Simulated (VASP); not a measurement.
# Ho2O (P4_2/nmc) in VASP: further runs

The runs below take Ho2O through single point, relaxation of shape and atoms at fixed volume, with PBE.

All numbers are computed with VASP 6.6.1; they aren't measurements. Logs are shortened: lines on timing, memory, paths and dates and some standing lists are left out, and cuts for length are marked.

### 1 The cell of the first run

It takes space group P4_2/nmc (No. 137, tetragonal). The conventional cell has a = 3.745 Å, b = 3.745 Å, c = 10.555 Å, α = 90.00°, β = 90.00°, γ = 90.00°. Ho (site symmetry 2mm) has 2 O at 2.22 Å within 2.9 Å. Within 2.9 Å of O (site symmetry -4m2) lie 4 Ho at 2.22 Å.

### 2 Single point, PBE (24.68 Å³/atom)

File INCAR:

```
SYSTEM = Ho2O
PREC = Accurate
ENCUT = 600
EDIFF = 1E-6
ISMEAR = 0
SIGMA = 0.1
LREAL = .False.
LASPH = .True.
NELM = 200
ALGO = Normal
ISIF = 2
LWAVE = .False.
LCHARG = .True.
GGA = PE
LELF = .True.
LVHAR = .True.
NBANDS = 33
GGA_COMPAT = .False.
LMAXMIX = 6
```

File KPOINTS:

```
regular mesh
0
Gamma
  8 8 4
  0 0 0
```

File POSCAR:

```
Ho2O
1.0
    3.7454184397      0.0000000000      0.0000000000
    0.0000000000      3.7454184397      0.0000000000
    0.0000000000      0.0000000000     10.5552155978
Ho O
4 2
Direct
    0.5000000000      0.0000000000      0.1124134609
    0.5000000000      0.0000000000      0.6124134609
    0.0000000000      0.5000000000      0.3875865391
    0.0000000000      0.5000000000      0.8875865391
    0.0000000000      0.0000000000      0.5000000000
    0.5000000000      0.5000000000      0.0000000000
```

Potentials or basis: VASP PAW PBE potentials, release 64 (Ho_3, O), 4f in core.

Command:

```
$ cat potpaw_PBE.64/Ho_3/POTCAR potpaw_PBE.64/O/POTCAR > POTCAR
$ mpirun -np 1 vasp_std > vasp.out
```

OUTCAR:

```text
SYSTEM = Ho2O
   PREC = Accurate
   ENCUT = 600
   EDIFF = 1E-6
   ISMEAR = 0
   LREAL = .False.
   LASPH = .True.
   NELM = 200
   ISIF = 2
   GGA = PE

 ion  position               nearest neighbor table
   1  0.500  0.000  0.112-   6 2.22   6 2.22   4 3.56   4 3.56   4 3.56   4 3.56
   2  0.500  0.000  0.612-   5 2.22   5 2.22   3 3.56   3 3.56   3 3.56   3 3.56
   3  0.000  0.500  0.388-   5 2.22   5 2.22   2 3.56   2 3.56   2 3.56   2 3.56
   4  0.000  0.500  0.888-   6 2.22   6 2.22   1 3.56   1 3.56   1 3.56   1 3.56
   5  0.000  0.000  0.500-   2 2.22   3 2.22   3 2.22   2 2.22
   6  0.500  0.500  0.000-   1 2.22   4 2.22   1 2.22   4 2.22

  LATTYP: Found a simple tetragonal cell.
 ALAT       =     3.7454184397
 C/A-ratio  =     2.8181672536

  Lattice vectors:

 A1 = (   3.7454184397,   0.0000000000,   0.0000000000)
 A2 = (   0.0000000000,   3.7454184397,   0.0000000000)
 A3 = (   0.0000000000,   0.0000000000,  10.5552155978)

Analysis of symmetry for initial positions (statically):
=====================================================================
 Subroutine PRICEL returns:
 Original cell was already a primitive cell.

 Routine SETGRP: Setting up the symmetry group for a
 simple tetragonal supercell.

 Subroutine GETGRP returns: Found 16 space group operations
 (whereof  8 operations were pure point group operations)
 out of a pool of 16 trial point group operations.

The static configuration has the point symmetry D_2d.
 The point group associated with its full space group is D_4h.

Analysis of symmetry for dynamics (positions and initial velocities):
=====================================================================
 Subroutine PRICEL returns:
 Original cell was already a primitive cell.

 Routine SETGRP: Setting up the symmetry group for a
 simple tetragonal supercell.

 Subroutine GETGRP returns: Found 16 space group operations
 (whereof  8 operations were pure point group operations)
 out of a pool of 16 trial point group operations.

The dynamic configuration has the point symmetry D_2d.
 The point group associated with its full space group is D_4h.

 Subroutine INISYM returns: Found 16 space group operations
 (whereof  8 operations are pure point group operations),
 and found     1 'primitive' translations

----------------------------------------------------------------------------------------

                                     Primitive cell

  volume of cell :     148.0702

  direct lattice vectors                    reciprocal lattice vectors
     3.745418440  0.000000000  0.000000000     0.266992865  0.000000000  0.000000000
     0.000000000  3.745418440  0.000000000     0.000000000  0.266992865  0.000000000
     0.000000000  0.000000000 10.555215598     0.000000000  0.000000000  0.094739893

  length of vectors
     3.745418440  3.745418440 10.555215598     0.266992865  0.266992865  0.094739893

  position of ions in fractional coordinates (direct lattice)
     0.500000000  0.000000000  0.112413461
     0.500000000  0.000000000  0.612413461
     0.000000000  0.500000000  0.387586539
     0.000000000  0.500000000  0.887586539
     0.000000000  0.000000000  0.500000000
     0.500000000  0.500000000  0.000000000

  ion indices of the primitive-cell ions
   primitive index   ion index
                 1           1
                 2           2
                 3           3
                 4           4
                 5           5
                 6           6

----------------------------------------------------------------------------------------

 KPOINTS: regular mesh

Automatic generation of k-mesh.
 Grid dimensions read from file:
 generate k-points for:    8    8    4

 Generating k-lattice:

  Cartesian coordinates                     Fractional coordinates (reciprocal lattice)
     0.033374108  0.000000000  0.000000000     0.125000000  0.000000000  0.000000000
     0.000000000  0.033374108  0.000000000     0.000000000  0.125000000  0.000000000
     0.000000000  0.000000000  0.023684973     0.000000000  0.000000000  0.250000000

  Length of vectors
     0.033374108  0.033374108  0.023684973

  Shift w.r.t. Gamma in fractional coordinates (k-lattice)
     0.000000000  0.000000000  0.000000000

 Subroutine IBZKPT returns following result:
 ===========================================

 Found     45 irreducible k-points:

 Following reciprocal coordinates:
            Coordinates               Weight
  0.000000  0.000000  0.000000      1.000000
  0.125000  0.000000  0.000000      4.000000
  0.250000  0.000000  0.000000      4.000000
  0.375000  0.000000  0.000000      4.000000
  0.500000  0.000000  0.000000      2.000000
  0.125000  0.125000  0.000000      4.000000
[... 16 lines left out ...]
  0.375000  0.125000  0.250000     16.000000
  0.500000  0.125000  0.250000      8.000000
 [... further k-points ...]
   k-points           NKPTS =     45   k-points in BZ     NKDIM =     45   number of bands    NBANDS=     33
   number of dos      NEDOS =    301   number of ions     NIONS =      6
   total plane-waves  NPLWV =  75600
   dimension x,y,z NGX =    30 NGY =   30 NGZ =   84
   dimension x,y,z NGXF=    60 NGYF=   60 NGZF=  168
   ions per type =               4   2
   NGX,Y,Z   is equivalent  to a cutoff of  13.32, 13.32, 13.23 a.u.
   NGXF,Y,Z  is equivalent  to a cutoff of  26.63, 26.63, 26.46 a.u.
 SYSTEM =  Ho2O
   PREC   = accura    normal or accurate (medium, high low for compatibility)
   ISTART =      0    job   : 0-new  1-cont  2-samecut
   ICHARG =      2    charge: 1-file 2-atom 10-const
   ISPIN  =      1    spin polarized calculation?
   LNONCOLLINEAR =      F non collinear calculations
   LSORBIT =      F    spin-orbit coupling
   LASPH  =      T    aspherical Exc in radial PAW
   ENCUT  =  600.0 eV  44.10 Ry    6.64 a.u.   7.48  7.48 21.08*2*pi/ulx,y,z
   NELM   =    200;   NELMIN=  2; NELMDL= -5     # of ELM steps
   EDIFF  = 0.1E-05   stopping-criterion for ELM
   LREAL  =      F    real-space projection
   EDIFFG = 0.1E-04   stopping-criterion for IOM
   NSW    =      0    number of steps for IOM
   IBRION =     -1    ionic relax: 0-MD 1-quasi-New 2-CG
   NFREE  =      0    steps in history (QN), initial steepest desc. (CG)
   ISIF   =      2    stress and relaxation
   ISYM   =      2    0-nonsym 1-usesym 2-fastsym
   POTIM  = 0.5000    time-step for ionic-motion
   TEBEG  =    0.0;   TEEND  =   0.0 temperature during run
   PSTRESS=    0.0 pullay stress
   NELECT =      48.0000    total number of electrons
   NUPDOWN=      -1.0000    fix difference up-down
   EMIN   =  10.00;   EMAX   =-10.00  energy-range for DOS
   EFERMI =   0.00;   METHOD = LEGACY
   ISMEAR =     0;   SIGMA  =   0.10  broadening in eV -4-tet -1-fermi 0-gaus
   EFERMI_NEDOS =   21; number of points for ismear=-14 and -15
   IALGO  =     38    algorithm
   IMIX   =      4    mixing-type and parameters
     AMIX     =   0.40;   BMIX     =  1.00
     AMIX_MAG =   1.60;   BMIX_MAG =  1.00
  volume/ion in A,a.u.               =      24.68       166.54
  Fermi-wavevector in a.u.,A,eV,Ry     =   1.124603  2.125192 17.207728  1.264732
  Thomas-Fermi vector in A             =   2.261276
   LORBIT       =      0    0 simple, 1 ext, 2 COOP (PROOUT), +10 PAW based schemes
   GGA     = PE    functional components
   LHFCALC =     F    Hartree Fock is set to
   AEXX    =    0.0000 exact exchange contribution
   IVDW    =     0    specifies the selected vdW correction
   LEPSILON=     F    determine dielectric tensor
   LRPA    =     F    only Hartree local field effects (RPA)
 non-spin polarized calculation
 Gauss-broadening in eV      SIGMA  =   0.10
  energy-cutoff  :      600.00
  volume of cell :      148.07
 maximum number of plane-waves:      4986
 NGX is ok and might be reduce to    30
   NGX = 15   NGY = 15   NGZ = 43

 number of electron      48.0000008 magnetization

 Free energy of the ion-electron system (eV)
  ---------------------------------------------------
  ext. energy  EPLUGINS =         0.00000000
  ---------------------------------------------------
  free energy    TOTEN  =       -39.49892816 eV

  energy without entropy =      -39.48508394  energy(sigma->0) =      -39.49200605

 E-fermi :   3.0881     XC(G=0):  -9.6210

 val. band max:        3.0860828419   @ k =   0.5000   0.5000   0.0000
 cond. band min:       3.1218810586   @ k =   0.5000   0.5000   0.2500
 fundamental gap:      0.0357982167
 Fermi energy:         3.0881032145

 k-point     1 :       0.0000    0.0000    0.0000
  band No.  band energies     occupation
      1     -21.7236      2.00000
      2     -21.6391      2.00000
      3     -21.2486      2.00000
      4     -21.2486      2.00000
      5     -21.2162      2.00000
      6     -21.2162      2.00000
[... 25 lines left out ...]
     32       6.6665      0.00000
     33       6.7621      0.00000

 k-point     2 :       0.1250    0.0000    0.0000
  band No.  band energies     occupation
      1     -21.7345      2.00000
      2     -21.6844      2.00000
      3     -21.2866      2.00000
      4     -21.2695      2.00000
      5     -21.2407      2.00000
      6     -21.2107      2.00000
[... 25 lines left out ...]
     32       6.7222      0.00000
     33       6.9243      0.00000

 k-point     3 :       0.2500    0.0000    0.0000
  band No.  band energies     occupation
      1     -21.8043      2.00000
      2     -21.7985      2.00000
      3     -21.3623      2.00000
      4     -21.3075      2.00000
      5     -21.2201      2.00000
      6     -21.1970      2.00000
[... 25 lines left out ...]
     32       6.5090      0.00000
     33       6.7877      0.00000

 k-point     4 :       0.3750    0.0000    0.0000
  band No.  band energies     occupation
      1     -21.9264      2.00000
      2     -21.9101      2.00000
      3     -21.3732      2.00000
      4     -21.3438      2.00000
      5     -21.1962      2.00000
      6     -21.1836      2.00000
[... 25 lines left out ...]
     32       6.2207      0.00000
     33       6.3924      0.00000

 k-point     5 :       0.5000    0.0000    0.0000
  band No.  band energies     occupation
      1     -21.9701      2.00000
      2     -21.9701      2.00000
      3     -21.3654      2.00000
      4     -21.3654      2.00000
      5     -21.1816      2.00000
      6     -21.1816      2.00000
[... 604 lines left out ...]
 k-point    22 :       0.2500    0.1250    0.2500
  band No.  band energies     occupation
      1     -21.8344      2.00000
      2     -21.8099      2.00000
      3     -21.3559      2.00000
      4     -21.2958      2.00000
      5     -21.2569      2.00000
      6     -21.2474      2.00000
[... 25 lines left out ...]
     32       6.1994      0.00000
     33       6.4207      0.00000

 k-point    23 :       0.3750    0.1250    0.2500
  band No.  band energies     occupation
      1     -21.9459      2.00000
      2     -21.9235      2.00000
      3     -21.3715      2.00000
      4     -21.3304      2.00000
      5     -21.2333      2.00000
      6     -21.2297      2.00000
[... 25 lines left out ...]
     32       5.9223      0.00000
     33       6.5176      0.00000

 k-point    24 :       0.5000    0.1250    0.2500
  band No.  band energies     occupation
      1     -21.9850      2.00000
      2     -21.9850      2.00000
      3     -21.3600      2.00000
      4     -21.3600      2.00000
      5     -21.2199      2.00000
      6     -21.2199      2.00000
[... 25 lines left out ...]
     32       5.7602      0.00000
     33       6.7861      0.00000

 [... further k-points ...]

------------------------ aborting loop because EDIFF is reached ----------------------------------------

  FORCE on cell =-STRESS in cart. coord.  units (eV):
  Direction    XX          YY          ZZ          XY          YZ          ZX
  --------------------------------------------------------------------------------------
  -------------------------------------------------------------------------------------
  Total       -0.6484072     -0.6484072     -0.8169511      0.0000000     -0.0000000      0.0000000
  in kB       -7.0160171     -7.0160171     -8.8397264      0.0000000     -0.0000000      0.0000000
  external PRESSURE =      -7.6239202 kB  Pullay stress =       0.0000000 kB

 VOLUME and BASIS-vectors are now :
 -----------------------------------------------------------------------------
  energy-cutoff  :      600.00
  volume of cell :      148.07
      direct lattice vectors                 reciprocal lattice vectors
     3.745418440  0.000000000  0.000000000     0.266992865  0.000000000  0.000000000
     0.000000000  3.745418440  0.000000000     0.000000000  0.266992865  0.000000000
     0.000000000  0.000000000 10.555215598     0.000000000  0.000000000  0.094739893

 POSITION                                       TOTAL-FORCE (eV/Angst)
 -----------------------------------------------------------------------------------
      1.87271      0.00000      1.18655         0.000000      0.000000      0.127690
      1.87271      0.00000      6.46416        -0.000000      0.000000      0.127690
      0.00000      1.87271      4.09106         0.000000      0.000000     -0.127690
      0.00000      1.87271      9.36867         0.000000      0.000000     -0.127690
      0.00000      0.00000      5.27761        -0.000000     -0.000000      0.000000
      1.87271      1.87271      0.00000         0.000000      0.000000      0.000000
 -----------------------------------------------------------------------------------
    total drift:                                0.000000      0.000000     -0.000000

  FREE ENERGIE OF THE ION-ELECTRON SYSTEM (eV)
  ---------------------------------------------------
  free  energy   TOTEN  =       -39.4989281584 eV

  energy  without entropy=      -39.4850839445  energy(sigma->0) =      -39.49200605
```

It took 2.8 min on 1 thread of Intel Xeon 6975P-C (Granite Rapids), shared host; peak memory 0.38 GiB.

Results:

| Quantity | Value |
| --- | --- |
| Free energy | -39.4989 eV |
| Pressure | -0.8 GPa |
| Largest force | 0.128 eV/Å |
| Band gap on the k mesh | zero (bands 24 and 25 overlap by 0.18 eV) |

Forces in eV/Å, atoms in the order of the input:
```
Ho   0.000  0.000  0.128
Ho   0.000  0.000  0.128
Ho   0.000  0.000 -0.128
Ho   0.000  0.000 -0.128
O    0.000  0.000  0.000
O    0.000  0.000  0.000
```

Caveat: spin-orbit coupling is left out, which moves the levels of the heavy elements; the 4f electrons are frozen in the core, so they carry no moment and show no levels; the run has no spin polarisation, though such a crystal can be magnetic.

(Part 1 of 2 ends here.)

The gap in the log of VASP goes by the Fermi energy; the results here count the filled bands.